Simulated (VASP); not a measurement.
# ZnS3 (P6/mmm) in VASP: a series of runs, part 2 of 2

VASP 6.6.1. Earlier steps stand in the parts before.

## Step 4: Single point, PBE

This run uses another cell than the first one, of 19.91 Å³/atom, 0.908 times its volume.

The input, INCAR:

```
PREC = Accurate
ENCUT = 520
EDIFF = 1E-7
ISMEAR = 0
SIGMA = 0.1
LREAL = False
LASPH = True
NELM = 60
ALGO = Normal
ISIF = 2
LWAVE = False
LCHARG = True
GGA = PE
LELF = True
LVHAR = True
NBANDS = 23
```

The input, KPOINTS:

```
Automatic mesh
0
Gamma
  6 6 4
```

The input, POSCAR:

```
ZnS3
1.0
    4.8649074618      0.0000000000      0.0000000000
   -2.4324537309      4.2131334490      0.0000000000
    0.0000000000      0.0000000000      3.8857994770
Zn S
1 3
Direct
    0.0000000000      0.0000000000      0.5000000000
    0.5000000000      0.0000000000      0.0000000000
    0.0000000000      0.5000000000      0.0000000000
    0.5000000000      0.5000000000      0.0000000000
```

Potentials or basis: VASP PAW PBE potentials, release 64 (Zn, S).

Run with:

```bash
cat potpaw_PBE.64/Zn/POTCAR potpaw_PBE.64/S/POTCAR > POTCAR
mpirun -np 1 vasp_std > vasp.out
```

OUTCAR:

```text
PREC = Accurate
   ENCUT = 520
   EDIFF = 1E-7
   ISMEAR = 0
   LREAL = False
   LASPH = True
   NELM = 60
   ISIF = 2
   GGA = PE

 ion  position               nearest neighbor table
   1  0.000  0.000  0.500-
   2  0.500  0.000  0.000-   3 2.43   4 2.43   4 2.43   3 2.43
   3  0.000  0.500  0.000-   4 2.43   4 2.43   2 2.43   2 2.43
   4  0.500  0.500  0.000-   3 2.43   3 2.43   2 2.43   2 2.43

  LATTYP: Found a hexagonal cell.
 ALAT       =     4.8649074618
 C/A-ratio  =     0.7987406765

  Lattice vectors:

 A1 = (   4.8649074618,   0.0000000000,   0.0000000000)
 A2 = (  -2.4324537309,   4.2131334490,   0.0000000000)
 A3 = (   0.0000000000,   0.0000000000,   3.8857994770)

Analysis of symmetry for initial positions (statically):
=====================================================================
 Subroutine PRICEL returns:
 Original cell was already a primitive cell.

 Routine SETGRP: Setting up the symmetry group for a
 hexagonal supercell.

 Subroutine GETGRP returns: Found 24 space group operations
 (whereof 24 operations were pure point group operations)
 out of a pool of 24 trial point group operations.

The static configuration has the point symmetry D_6h.

Analysis of symmetry for dynamics (positions and initial velocities):
=====================================================================
 Subroutine PRICEL returns:
 Original cell was already a primitive cell.

 Routine SETGRP: Setting up the symmetry group for a
 hexagonal supercell.

 Subroutine GETGRP returns: Found 24 space group operations
 (whereof 24 operations were pure point group operations)
 out of a pool of 24 trial point group operations.

The dynamic configuration has the point symmetry D_6h.

 Subroutine INISYM returns: Found 24 space group operations
 (whereof 24 operations are pure point group operations),
 and found     1 'primitive' translations

[... 113 lines left out ...]
     AMIX     =   0.40;   BMIX     =  1.00
     AMIX_MAG =   1.60;   BMIX_MAG =  1.00
  volume/ion in A,a.u.               =      19.91       134.37
  Fermi-wavevector in a.u.,A,eV,Ry     =   1.182302  2.234227 19.018749  1.397839
  Thomas-Fermi vector in A             =   2.318559
   LORBIT       =      0    0 simple, 1 ext, 2 COOP (PROOUT), +10 PAW based schemes
   GGA     = PE    functional components
   LHFCALC =     F    Hartree Fock is set to
   AEXX    =    0.0000 exact exchange contribution
   IVDW    =     0    specifies the selected vdW correction
   LEPSILON=     F    determine dielectric tensor
   LRPA    =     F    only Hartree local field effects (RPA)
 non-spin polarized calculation
 Gauss-broadening in eV      SIGMA  =   0.10
  energy-cutoff  :      520.00
  volume of cell :       79.65
 maximum number of plane-waves:      2178
   NGX = 19   NGY = 19   NGZ = 15

 number of electron      30.0000003 magnetization

 Free energy of the ion-electron system (eV)
  ---------------------------------------------------
  ext. energy  EPLUGINS =         0.00000000
  ---------------------------------------------------
  free energy    TOTEN  =       -11.03058209 eV

  energy without entropy =      -11.01772980  energy(sigma->0) =      -11.02415595

 E-fermi :   4.2390     XC(G=0):  -9.7913

 val. band max:        4.2017934214   @ k =   0.3333  -0.0000   0.0000
 cond. band min:       4.2897552742   @ k =   0.3333  -0.0000   0.2500
 fundamental gap:      0.0879618528
 Fermi energy:         4.2389511074

 k-point     1 :       0.0000    0.0000    0.0000
  band No.  band energies     occupation
      1     -12.2810      2.00000
      2      -6.9055      2.00000
      3      -6.9055      2.00000
      4      -4.3996      2.00000
      5      -2.4746      2.00000
      6      -2.4078      2.00000
[... 535 lines left out ...]
     22      12.7212      0.00000
     23      12.7212      0.00000

------------------------ aborting loop because EDIFF is reached ----------------------------------------

  FORCE on cell =-STRESS in cart. coord.  units (eV):
  Direction    XX          YY          ZZ          XY          YZ          ZX
  --------------------------------------------------------------------------------------
  -------------------------------------------------------------------------------------
  Total       -0.2203072     -0.2203072     -0.0447353      0.0000000      0.0000000      0.0000000
  in kB       -4.4317896     -4.4317896     -0.8999142      0.0000000      0.0000000      0.0000000
  external PRESSURE =      -3.2544978 kB  Pullay stress =       0.0000000 kB

 VOLUME and BASIS-vectors are now :
 -----------------------------------------------------------------------------
  energy-cutoff  :      520.00
  volume of cell :       79.65
      direct lattice vectors                 reciprocal lattice vectors
     4.864907462  0.000000000  0.000000000     0.205553756  0.118676516  0.000000000
    -2.432453731  4.213133449  0.000000000     0.000000000  0.237353032  0.000000000
     0.000000000  0.000000000  3.885799477     0.000000000  0.000000000  0.257347299

 POSITION                                       TOTAL-FORCE (eV/Angst)
 -----------------------------------------------------------------------------------
      0.00000      0.00000      1.94290        -0.000000      0.000000      0.000000
      2.43245      0.00000      0.00000         0.000000      0.000000      0.000000
     -1.21623      2.10657      0.00000         0.000000      0.000000      0.000000
      1.21623      2.10657      0.00000         0.000000      0.000000      0.000000
 -----------------------------------------------------------------------------------
    total drift:                                0.000000     -0.000000     -0.000000

  FREE ENERGIE OF THE ION-ELECTRON SYSTEM (eV)
  ---------------------------------------------------
  free  energy   TOTEN  =       -11.0305820941 eV

  energy  without entropy=      -11.0177298046  energy(sigma->0) =      -11.02415595
```

OSZICAR:

```text
N       E                     dE             d eps       ncg     rms          rms(c)
DAV:   1     0.201691598610E+03    0.20169E+03   -0.13465E+04   966   0.136E+03
DAV:   2     0.777364366028E+01   -0.19392E+03   -0.18037E+03  1106   0.305E+02
DAV:   3    -0.110411433146E+02   -0.18815E+02   -0.18235E+02  1233   0.908E+01
DAV:   4    -0.114717031789E+02   -0.43056E+00   -0.42825E+00  1107   0.143E+01
DAV:   5    -0.114805035402E+02   -0.88004E-02   -0.87984E-02  1289   0.204E+00    0.171E+01
DAV:   6    -0.110837163385E+02    0.39679E+00   -0.10747E+00  1206   0.194E+01    0.994E+00
DAV:   7    -0.110339151376E+02    0.49801E-01   -0.28303E-01  1225   0.688E+00    0.334E+00
DAV:   8    -0.110305137322E+02    0.34014E-02   -0.54058E-02  1306   0.310E+00    0.214E-01
DAV:   9    -0.110306011716E+02   -0.87439E-04   -0.55256E-03  1134   0.486E-01    0.955E-02
DAV:  10    -0.110305661348E+02    0.35037E-04   -0.46032E-04  1143   0.118E-01    0.397E-02
DAV:  11    -0.110305775304E+02   -0.11396E-04   -0.41895E-05  1141   0.499E-02    0.149E-02
DAV:  12    -0.110305821304E+02   -0.45999E-05   -0.61118E-06  1099   0.217E-02    0.750E-03
DAV:  13    -0.110305820941E+02    0.36233E-07   -0.64042E-07  1197   0.107E-02
   1 F= -.11030582E+02 E0= -.11024156E+02  d E =-.128523E-01
```

stdout:

```text
POSCAR found type information on POSCAR ZnS
 POSCAR found :  2 types and       4 ions
 scaLAPACK will be used
 LDA part: xc-table for (Slater+PW92), standard interpolation
 POSCAR, INCAR and KPOINTS ok, starting setup
 FFT: planning ... GRIDC
 FFT: planning ... GRID_SOFT
 FFT: planning ... GRID
 WAVECAR not read
 entering main loop
```

It took 33 s on 1 thread of Intel Xeon Platinum 8259CL at 2.50GHz (Skylake/Cascade Lake), shared host; peak memory 0.2 GiB.

Results:

```yaml
Free_energy: -11.0306 eV
Pressure: -0.3 GPa
Band_gap_on_the_k_mesh: zero (band 15 reaches 5.24 eV, above the bottom of band 16 at 2.40 eV)
```

Levels at points of the mesh, in eV from the Fermi level:
```
           k point  band 12  band 13  band 14  band 15  band 16  band 17  band 18  band 19
(0.00, 0.00, 0.00)    -4.25    -2.50    -0.28    -0.28     2.99     3.64     4.37     4.37
(0.50, 0.00, 0.00)    -2.27    -2.22    -2.18    -2.13    -0.40     0.53     2.88     4.22
(0.00, 0.00, 0.50)    -5.09    -1.28    -1.28     1.00     1.18     3.06     3.13     3.13
(0.50, 0.00, 0.50)    -2.07    -2.03    -2.02    -1.92    -1.84    -0.22     4.27     4.84
```

Caveat: the k points lie up to 0.40 Å⁻¹ apart.

## Step 5: Summary

```tsv
cell	k mesh	gap on the mesh (eV)	pressure (GPa)
a = 4.788, b = 4.788, c = 4.420 Å, angles 90.0, 90.0, 120.0°, 4 atoms	6 × 6 × 2	none	0.0
a = 3.940, b = 3.940, c = 7.758 Å, angles 90.0, 90.0, 120.0°, 4 atoms	6 × 6 × 2	none	27.9
a = 4.865, b = 4.865, c = 3.886 Å, angles 90.0, 90.0, 120.0°, 4 atoms	6 × 6 × 4	none	-0.3
```

Alike in all rows: task single point; level PBE; potentials or basis VASP PAW PBE potentials, release 64 (Zn, S); no spin polarisation; cutoff (eV) 520; smearing gaussian 0.1 eV.

Caveats: all runs use coarse meshes.

Absolute energies hang on the potentials; compare differences alone.
